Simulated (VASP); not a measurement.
Crystal: CdO5.

```
Cd O
1.0
     0.00000    3.26394    3.26394
     3.26394    0.00000    3.26394
     3.26394    3.26394    0.00000
Cd O
1 5
Cartesian
  0.0000 0.0000 0.0000
  4.8959 4.8959 4.8959
  4.0799 4.0799 2.4480
  4.0799 2.4480 4.0799
  2.4480 4.0799 4.0799
  2.4480 2.4480 2.4480
```

The cell was built from a structure type or drawn by symmetry, and may not be a known phase.

* Program: VASP 6.6.1
* Task: relaxation of cell and atoms
* Functional: PBE
* Potentials or basis: VASP PAW PBE potentials, release 64 (Cd, O)
* Cutoff: 600 eV
* k mesh: 4 × 4 × 4
* Occupations: gaussian, width 0.1 eV
* Spin: collinear spin, ferromagnetic start
* Starting moments: [0.0, 1.0, 1.0, 1.0, 1.0, 1.0] μB

At the start: pressure -9.4 GPa; volume 11.59 Å³/atom.

Question: Where does the relaxation end?

Answer: Over 6 steps the energy falls by 44.8 meV/atom and the volume is 10.22 Å³/atom (-11.8 %); space group F-43m (No. 216, to 0.1 Å) before and after; moment 4.82 μB per cell.

The path:
```
step  energy change (eV)  largest force (eV/Å)  pressure (GPa)  volume (Å³)
   1              0.0000                0.0132           -9.43        69.54
   2             -0.2538                0.0892           -2.10        62.90
   3             -0.2630                0.1135           -0.13        61.61
   4             -0.2630                0.1165            0.12        61.46
   5             -0.2654                0.0897            0.11        61.42
   6             -0.2686                0.0055            0.19        61.32
```

Final structure:
```
Cd O
1.0
     0.00000    3.12981    3.12981
     3.12981    0.00000    3.12981
     3.12981    3.12981    0.00000
Cd O
1 5
Direct
  0.00000 0.00000 0.00000
  0.75000 0.75000 0.75000
  0.37713 0.37713 0.86861
  0.37713 0.86861 0.37713
  0.86861 0.37713 0.37713
  0.37713 0.37713 0.37713
```

Caveat: the k points lie up to 0.43 Å⁻¹ apart in the final cell.
